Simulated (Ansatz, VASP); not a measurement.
**HfO2 in VASP and in Ansatz**

```
Hf O
1.0
     0.00000    2.58096    2.40429
     2.58096    0.00000    2.40429
     2.58096    2.58096    0.00000
Hf O
1 2
Direct
  0.99559 0.00441 0.00441
  0.27458 0.22542 0.22542
  0.77458 0.72542 0.72542
```

Change from the starting cell: mode 4 frozen in at -0.124 Å, strain +e along z and -e/2 along x and y -0.0467.

Alike in both runs: task single point; functional PBEsol; k mesh 8 × 8 × 8; occupations gaussian, width 0.05 eV; no spin polarisation.

|  | VASP | Ansatz |
| --- | --- | --- |
| version | VASP 6.6.1 | Ansatz 0.2.0 |
| potentials or method | VASP PAW PBE potentials, release 64 (Hf_pv, O), cutoff 520 eV | scalar-relativistic, plane waves, PAW |
| valence electrons in the cell | 22 | 38 |

Ansatz gave:

```
gap on the k mesh at the Fermi level (eV)                     : 3.04
least direct gap on the mesh (eV)                             : 3.13
pressure (GPa)                                                : 3.4
traceless stress, the component that is largest in VASP (GPa) : 21.71
rms of the force components (eV/Å)                            : 0.377
```

What did VASP give for the same quantities?

gap on the k mesh at the Fermi level (eV): 3.03; least direct gap on the mesh (eV): 3.13; pressure (GPa): -0.3; traceless stress, the component that is largest in VASP (GPa): 22.07; rms of the force components (eV/Å): 0.362.

VASP's potentials were made for PBE, not for PBEsol, and Ansatz warns of the same on its side. Atom by atom the forces differ by 0.014 eV/Å (rms over components). With one functional, cell and mesh, what is left measures potentials, basis and numerics. VASP's potentials hold 22 valence electrons a cell and Ansatz's 38, so a difference there can come from the potentials and not from the codes.

Spin-orbit coupling is off throughout.
